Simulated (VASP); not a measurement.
A run of VASP 6.6.1 is set up as follows.

File INCAR:

```
PREC = Accurate ; ENCUT = 520
EDIFF = 1E-7 ; ISMEAR = 0
SIGMA = 0.05 ; LREAL = F
LASPH = T ; NELM = 60
ALGO = Normal ; ISIF = 2
LWAVE = F ; LCHARG = F
NBANDS = 16
```

Contents of KPOINTS:

```
regular mesh
0
Gamma
  8 8 8
```

The input POSCAR:

```
CdTe
1.0
    0.0000000000      3.0909340442      3.3495167363
    3.3495167363      0.0000000000      3.3495167363
    3.3495167363      3.0909340442      0.0000000000
Cd Te
1 1
Direct
    0.0000000000      0.0000000000      0.0000000000
    0.7500000000      0.7500000000      0.7500000000
```

Potentials or basis: VASP PAW LDA potentials, release 64 (Cd, Te).

Command:

```bash
$ cat potpaw_LDA.64/Cd/POTCAR potpaw_LDA.64/Te/POTCAR > POTCAR
$ mpirun -np 1 vasp_std > vasp.out
```

Question: Estimate the band gap on the k mesh.

Answer: 0.33 eV, direct.

Question: Predict the pressure.

Answer: -2.0 GPa.

Stress tensor (GPa, compression positive):
```
-2.49  0.00  0.00
 0.00 -1.10  0.00
 0.00  0.00 -2.49
```

Caveat: spin-orbit coupling is left out, which moves the levels of the heavy elements.
